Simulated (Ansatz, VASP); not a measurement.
Two plane-wave programs on Al

```
Al
1.0
     6.02333    2.00778    4.01556
    -6.02333   -2.00778    4.01556
     2.00778   -6.02333   -4.01556
Al
19
Direct
  0.04854 0.34709 0.89563
  0.59163 0.19593 0.79839
  0.10246 0.70676 0.79839
  0.19754 0.39324 0.60161
  0.29593 0.09754 0.40430
  0.55188 0.85214 0.90402
  0.65000 0.55000 0.70000
  0.74812 0.24786 0.49598
  0.00407 0.00246 0.99570
  0.25146 0.75291 0.50437
  0.34786 0.45188 0.29975
  0.44709 0.15146 0.09855
  0.70837 0.90407 0.60161
  0.80676 0.60837 0.40430
  0.90000 0.30000 0.20000
  0.40000 0.80000 0.20000
  0.49324 0.49163 0.99570
  0.85291 0.94854 0.30145
  0.95214 0.64812 0.10025
```

Change from the starting cell: Al vacancy after atom 1 has jumped, atoms relaxed.

Alike in both runs: functional PBEsol; k mesh 4 × 4 × 4; occupations gaussian, width 0.1 eV; no spin polarisation.

Ansatz relaxed the structure, and its values are those at the end. VASP's run is a single point on that final structure, the one shown.

```csv
,VASP,Ansatz
version,VASP 6.6.1,Ansatz 0.2.0
potentials or method,"VASP PAW PBE potentials, release 64 (Al), cutoff 520 eV","scalar-relativistic, plane waves, PAW"
valence electrons in the cell,57,57
```

```csv
,VASP,Ansatz,Ansatz less VASP
gap on the k mesh at the Fermi level (eV),none,none,-
pressure (GPa),-1.2,-1.2,-0.06
```

VASP's potentials were made for PBE, not for PBEsol. A gap of «none» marks a metal or a gap that the smearing closes. The functional is the same, so the differences come from potentials, cutoffs and numerics. Ansatz's warnings: stress scf threshold loose.
